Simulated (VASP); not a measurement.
Input of a VASP 6.6.1 run:

INCAR

```
SYSTEM = HfH3
  PREC = Accurate
  ENCUT = 600
  EDIFF = 1E-6
  ISMEAR = 1
  SIGMA = 0.1
  LREAL = .False.
  LASPH = .True.
  NELM = 100
  ALGO = Normal
  ISIF = 3
  LWAVE = .False.
  LCHARG = .False.
  GGA = CA
  IBRION = 2
  NSW = 80
  EDIFFG = -0.02
```

The input KPOINTS:

```
Automatic mesh
0
Gamma
  7 7 7
  0 0 0
```

Contents of POSCAR:

```
HfH3
1.0
    3.0845540000      0.0000000000      0.0000000000
    0.0000000000      3.0845540000      0.0000000000
    0.0000000000      0.0000000000      3.0845540000
Hf H
1 3
Direct
    0.0000000000      0.0000000000      0.0000000000
    0.0000000000      0.5000000000      0.5000000000
    0.5000000000      0.0000000000      0.5000000000
    0.5000000000      0.5000000000      0.0000000000
```

Potentials or basis: VASP PAW LDA potentials, release 64 (Hf_pv, H).

Command:

```console
$ cat potpaw_LDA.64/Hf_pv/POTCAR potpaw_LDA.64/H/POTCAR > POTCAR
$ mpirun -np 1 vasp_std > vasp.out
```

(1) What does it give for the relaxed volume?

(2) Estimate the space group after relaxing (to 0.05 Å).

(3) Estimate the relaxed cell.

Results:

(1) 6.99 Å³/atom.

(2) Pm-3m (No. 221).

(3) a = 3.035 Å, b = 3.035 Å, c = 3.035 Å, α = 90.00°, β = 90.00°, γ = 90.00°.
